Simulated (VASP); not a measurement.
A run of VASP 6.6.1 is set up as follows.

The input INCAR:

```
  ALGO = Normal
  EDIFF = 1E-8
  ENCUT = 500
  GGA = CA
  GGA_COMPAT = False
  IBRION = 8
  ISIF = 2
  ISMEAR = -1
  LASPH = True
  LCHARG = False
  LREAL = False
  LWAVE = False
  NELM = 120
  NSW = 1
  PREC = Accurate
  SIGMA = 0.15
```

File KPOINTS:

```
k-points
0
Gamma
  12 12 12
```

POSCAR

```
YP
1.0
    3.4050000000      0.0000000000      0.0000000000
    0.0000000000      3.4050000000      0.0000000000
    0.0000000000      0.0000000000      3.4050000000
Y P
1 1
Direct
    0.0000000000      0.0000000000      0.0000000000
    0.5000000000      0.5000000000      0.5000000000
```

Potentials or basis: VASP PAW LDA potentials, release 64 (Y_sv, P).

Command:

```sh
$ cat potpaw_LDA.64/Y_sv/POTCAR potpaw_LDA.64/P/POTCAR > POTCAR
$ mpirun -np 1 vasp_std > vasp.out
```

Problem. Predict the highest phonon frequency at Γ.

Solution. 163 cm⁻¹.

Phonon frequencies in cm⁻¹ (negative: imaginary):
```
              q point        frequencies
(0.000, 0.000, 0.000)  0 0 0 163 163 163
```
